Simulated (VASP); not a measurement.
# TiC: relaxation of cell and atoms with PBEsol

The system is TiC.

```
CELL_PARAMETERS angstrom
0.00000 2.15930 2.15930
2.15930 0.00000 2.15930
2.15930 2.15930 0.00000
ATOMIC_POSITIONS crystal
Ti 0.00000 0.00000 0.00000
C 0.50000 0.50000 0.50000
```

```yaml
Program: VASP 6.6.1
Task: relaxation of cell and atoms
Functional: PBEsol
Potentials_or_basis: VASP PAW PBE potentials, release 64 (Ti_sv, C)
Cutoff: 600 eV
k_mesh: 12 × 12 × 12
Occupations: gaussian, width 0.1 eV
Spin: no spin polarisation
Dipole_correction: no
Further_INCAR_settings: ALGO = Normal; EDIFF = 1e-06; IBRION = 2; EDIFFG = -0.005; NSW = 70; ISIF = 3
```

| Quantity | Value |
| --- | --- |
| Relaxed volume | 9.90 Å³/atom |
| Relaxed cell | a = 3.037 Å, b = 3.037 Å, c = 3.037 Å, α = 60.00°, β = 60.00°, γ = 60.00° |
| Space group after relaxing (to 0.05 Å) | Fm-3m (No. 225) |
| Energy gained by relaxing | 2.4 meV/atom |
| Ionic steps | 3 |
| Pressure after relaxing | 0.0 GPa |
| Band gap on the k mesh | zero (band 8 reaches 10.28 eV, above the bottom of band 9 at 9.20 eV) |

Step by step:
```
step  energy change (eV)  largest force (eV/Å)  pressure (GPa)  volume (Å³)
   1              0.0000                0.0000           -4.39        20.14
   2              0.0042                0.0000            6.39        19.34
   3             -0.0047                0.0000           -0.04        19.80
```

Final structure:
```
CELL_PARAMETERS angstrom
0.00000 2.14714 2.14714
2.14714 0.00000 2.14714
2.14714 2.14714 0.00000
ATOMIC_POSITIONS crystal
Ti 0.00000 0.00000 0.00000
C 0.50000 0.50000 0.50000
```

Levels at points of the mesh, in eV from the Fermi level:
```tsv
k point	band 4	band 5	band 6	band 7	band 8	band 9	band 10	band 11	band 12
(0.00, 0.00, 0.00)	-32.40	-12.52	0.64	0.64	0.64	1.70	1.70	1.70	1.75
(0.50, 0.00, 0.00)	-32.46	-8.87	-6.03	-3.01	-3.01	2.99	2.99	4.22	8.27
(0.50, 0.50, 0.00)	-32.59	-10.20	-3.49	-1.79	-0.04	-0.04	2.80	3.62	3.62
```

Wall time 43 s on 1 thread of Intel(R) Xeon(R) Platinum 8375C CPU @ 2.90GHz (Ice Lake), with other jobs on the host, peak memory 0.16 GiB.

Caveat: the PAW data sets were made with another functional, which shifts forces and pressure a little.
